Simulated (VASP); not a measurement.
# As4S (Im-3m) in VASP: notebook, part 2 of 3

VASP 6.6.1.

### 3 Single point, PBE

This run uses another cell than the first one, of 21.60 Å³/atom.

Contents of INCAR:

```
ALGO     = Normal         # electronic algorithm
EDIFF    = 1E-6           # SCF threshold, eV
ENCUT    = 520            # plane-wave cutoff, eV
GGA      = PE             # functional
ISIF     = 2              # what is computed and relaxed
ISMEAR   = 0              # smearing method
LASPH    = T              # aspherical terms in the spheres
LCHARG   = T              # write CHGCAR
LELF     = T              # ELF
LREAL    = F              # projectors in reciprocal space
LVHAR    = T            
LWAVE    = F              # write WAVECAR
NBANDS   = 21             # bands
NELM     = 100            # most SCF steps
PREC     = Accurate       # precision mode
SIGMA    = 0.1            # smearing width, eV
```

Contents of KPOINTS:

```
k-points
0
Gamma
  10 10 10
```

Contents of POSCAR:

```
As4S
1.0
   -3.0001661740      3.0001661740      3.0001661740
    3.0001661740     -3.0001661740      3.0001661740
    3.0001661740      3.0001661740     -3.0001661740
As S
4 1
Direct
    0.5000000000      0.5000000000      0.5000000000
    0.5000000000      0.0000000000      0.0000000000
    0.0000000000      0.0000000000      0.5000000000
    0.0000000000      0.5000000000      0.0000000000
    0.0000000000      0.0000000000      0.0000000000
```

Potentials or basis: VASP PAW PBE potentials, release 64 (As, S).

Launch:

```
cat potpaw_PBE.64/As/POTCAR potpaw_PBE.64/S/POTCAR > POTCAR
mpirun -np 1 vasp_std > vasp.out
```

OUTCAR:

```text
EDIFF = 1E-6
   ENCUT = 520
   GGA = PE
   ISIF = 2
   ISMEAR = 0
   LASPH = T
   LREAL = F
   NELM = 100
   PREC = Accurate

 ion  position               nearest neighbor table
   1  0.500  0.500  0.500-   5 2.60   5 2.60
   2  0.500  0.000  0.000-   5 2.60   5 2.60
   3  0.000  0.000  0.500-   5 2.60   5 2.60
   4  0.000  0.500  0.000-   5 2.60   5 2.60
   5  0.000  0.000  0.000-   1 2.60   2 2.60   3 2.60   4 2.60   3 2.60   4 2.60   2 2.60   1 2.60

  LATTYP: Found a body centered cubic cell.
 ALAT       =     6.0003323480

  Lattice vectors:

 A1 = (  -3.0001661740,   3.0001661740,   3.0001661740)
 A2 = (   3.0001661740,  -3.0001661740,   3.0001661740)
 A3 = (   3.0001661740,   3.0001661740,  -3.0001661740)

Analysis of symmetry for initial positions (statically):
=====================================================================
 Subroutine PRICEL returns:
 Original cell was already a primitive cell.

 Routine SETGRP: Setting up the symmetry group for a
 body centered cubic supercell.

 Subroutine GETGRP returns: Found 48 space group operations
 (whereof 48 operations were pure point group operations)
 out of a pool of 48 trial point group operations.

The static configuration has the point symmetry O_h .

Analysis of symmetry for dynamics (positions and initial velocities):
=====================================================================
 Subroutine PRICEL returns:
 Original cell was already a primitive cell.

 Routine SETGRP: Setting up the symmetry group for a
 body centered cubic supercell.

 Subroutine GETGRP returns: Found 48 space group operations
 (whereof 48 operations were pure point group operations)
 out of a pool of 48 trial point group operations.

The dynamic configuration has the point symmetry O_h .
[... 121 lines left out ...]
   EFERMI_NEDOS =   21; number of points for ismear=-14 and -15
   IALGO  =     38    algorithm
   IMIX   =      4    mixing-type and parameters
     AMIX     =   0.40;   BMIX     =  1.00
     AMIX_MAG =   1.60;   BMIX_MAG =  1.00
  volume/ion in A,a.u.               =      21.60       145.79
  Fermi-wavevector in a.u.,A,eV,Ry     =   1.018358  1.924418 14.109973  1.037054
  Thomas-Fermi vector in A             =   2.151811
   LORBIT       =      0    0 simple, 1 ext, 2 COOP (PROOUT), +10 PAW based schemes
   GGA     = PE    functional components
   LHFCALC =     F    Hartree Fock is set to
   AEXX    =    0.0000 exact exchange contribution
   IVDW    =     0    specifies the selected vdW correction
   LEPSILON=     F    determine dielectric tensor
   LRPA    =     F    only Hartree local field effects (RPA)
 non-spin polarized calculation
 Gauss-broadening in eV      SIGMA  =   0.10
  energy-cutoff  :      520.00
  volume of cell :      108.02
 maximum number of plane-waves:      2927
   NGX = 19   NGY = 19   NGZ = 19

 number of electron      25.9999998 magnetization

 Free energy of the ion-electron system (eV)
  ---------------------------------------------------
  ext. energy  EPLUGINS =         0.00000000
  ---------------------------------------------------
  free energy    TOTEN  =       -20.05692435 eV

  energy without entropy =      -20.03821328  energy(sigma->0) =      -20.04756881

 E-fermi :   5.0339     XC(G=0):  -9.8808

 val. band max:        4.9939645982   @ k =   0.3000   0.2000   0.2000
 cond. band min:       5.0382883626   @ k =   0.3000   0.1000   0.0000
 fundamental gap:      0.0443237644
 Fermi energy:         5.0339469907

 k-point     1 :       0.0000    0.0000    0.0000
  band No.  band energies     occupation
      1     -10.9584      2.00000
      2      -5.1593      2.00000
      3      -4.4579      2.00000
      4      -4.4579      2.00000
      5      -4.4579      2.00000
      6      -2.1447      2.00000
[... 565 lines left out ...]
     20       9.3110      0.00000
     21       9.4915      0.00000

 [... further k-points ...]

------------------------ aborting loop because EDIFF is reached ----------------------------------------

  FORCE on cell =-STRESS in cart. coord.  units (eV):
  Direction    XX          YY          ZZ          XY          YZ          ZX
  --------------------------------------------------------------------------------------
  -------------------------------------------------------------------------------------
  Total        0.0086196      0.0086196      0.0086196     -0.0000000      0.0000000      0.0000000
  in kB        0.1278510      0.1278510      0.1278510     -0.0000000      0.0000000      0.0000000
  external PRESSURE =       0.1278510 kB  Pullay stress =       0.0000000 kB

 VOLUME and BASIS-vectors are now :
 -----------------------------------------------------------------------------
  energy-cutoff  :      520.00
  volume of cell :      108.02
      direct lattice vectors                 reciprocal lattice vectors
    -3.000166174  3.000166174  3.000166174     0.000000000  0.166657435  0.166657435
     3.000166174 -3.000166174  3.000166174     0.166657435  0.000000000  0.166657435
     3.000166174  3.000166174 -3.000166174     0.166657435  0.166657435  0.000000000

 POSITION                                       TOTAL-FORCE (eV/Angst)
 -----------------------------------------------------------------------------------
      1.50008      1.50008      1.50008        -0.000000     -0.000000      0.000000
     -1.50008      1.50008      1.50008         0.000000      0.000000     -0.000000
      1.50008      1.50008     -1.50008         0.000000      0.000000      0.000000
      1.50008     -1.50008      1.50008         0.000000      0.000000     -0.000000
      0.00000      0.00000      0.00000         0.000000     -0.000000     -0.000000
 -----------------------------------------------------------------------------------
    total drift:                                0.000000     -0.000000      0.000000

  FREE ENERGIE OF THE ION-ELECTRON SYSTEM (eV)
  ---------------------------------------------------
  free  energy   TOTEN  =       -20.0569243465 eV

  energy  without entropy=      -20.0382132750  energy(sigma->0) =      -20.04756881
```

OSZICAR:

```text
N       E                     dE             d eps       ncg     rms          rms(c)
DAV:   1     0.967820613780E+02    0.96782E+02   -0.10411E+04  1974   0.103E+03
DAV:   2    -0.128588211634E+02   -0.10964E+03   -0.10561E+03  2634   0.162E+02
DAV:   3    -0.199831341194E+02   -0.71243E+01   -0.70022E+01  2470   0.410E+01
DAV:   4    -0.200709629830E+02   -0.87829E-01   -0.87492E-01  2349   0.513E+00
DAV:   5    -0.200721001055E+02   -0.11371E-02   -0.11364E-02  2437   0.576E-01    0.118E+01
DAV:   6    -0.200519161025E+02    0.20184E-01   -0.54962E-02  2358   0.120E+00    0.716E+00
DAV:   7    -0.200566329929E+02   -0.47169E-02   -0.43974E-02  2159   0.993E-01    0.266E-01
DAV:   8    -0.200567845222E+02   -0.15153E-03   -0.91084E-04  2507   0.166E-01    0.112E-01
DAV:   9    -0.200568881888E+02   -0.10367E-03   -0.54200E-04  2195   0.106E-01    0.259E-02
DAV:  10    -0.200569190465E+02   -0.30858E-04   -0.31043E-05  2361   0.293E-02    0.109E-02
DAV:  11    -0.200569239356E+02   -0.48891E-05   -0.71075E-06  2313   0.138E-02    0.243E-03
DAV:  12    -0.200569243465E+02   -0.41094E-06   -0.46090E-07  1553   0.365E-03
   1 F= -.20056924E+02 E0= -.20047569E+02  d E =-.187111E-01
```

stdout:

```text
POSCAR found type information on POSCAR AsS
 POSCAR found :  2 types and       5 ions
 scaLAPACK will be used
 LDA part: xc-table for (Slater+PW92), standard interpolation
 POSCAR, INCAR and KPOINTS ok, starting setup
 FFT: planning ... GRIDC
 FFT: planning ... GRID_SOFT
 FFT: planning ... GRID
 WAVECAR not read
 entering main loop
```

Run time: 77 s. Hardware: 1 thread of Intel Xeon Platinum 8488C (Sapphire Rapids), shared host; peak memory 0.27 GiB.

What came out:

```
Free energy            : -20.0569 eV
Pressure               : 0.0 GPa
Band gap on the k mesh : zero (bands 13 and 14 overlap by 2.26 eV)
```

### 4 Single point, RPBE

This run uses another cell than the first one, of 21.60 Å³/atom.

Contents of INCAR:

```
PREC = Accurate
ENCUT = 520
EDIFF = 1E-6
ISMEAR = 0
SIGMA = 0.1
LREAL = False
LASPH = True
NELM = 60
ALGO = Normal
ISIF = 2
LWAVE = False
LCHARG = True
GGA = RP
LELF = True
LVHAR = True
NBANDS = 21
```

Contents of KPOINTS:

```
Automatic mesh
0
Gamma
  10 10 10
```

POSCAR is that of step 3.

Launch:

```
cat potpaw_PBE.64/As/POTCAR potpaw_PBE.64/S/POTCAR > POTCAR
mpirun -np 1 vasp_std > vasp.out
```

Wall time 72 s (1 thread of Intel Xeon Platinum 8488C (Sapphire Rapids), shared host); peak memory 0.28 GiB.

It converged, with:

- Free energy: -18.1666 eV
- Pressure: 1.5 GPa
- Band gap on the k mesh: zero (bands 13 and 14 overlap by 2.23 eV)

Levels at points of the mesh, in eV from the Fermi level:
```
           k point  band 10  band 11  band 12  band 13  band 14  band 15  band 16  band 17
(0.00, 0.00, 0.00)    -3.43    -3.43     1.06     1.06     1.06     2.55     2.55     4.43
(0.50, 0.00, 0.00)    -2.31    -1.71    -1.39    -1.11    -0.47     0.11     0.50     2.57
(0.50, 0.50, 0.50)    -2.52    -2.35    -2.35    -2.35    -0.98     2.95     2.95     2.95
```

Caveat: the PAW data sets were made with another functional, which shifts forces and pressure a little.

(Part 2 of 3 ends here.)
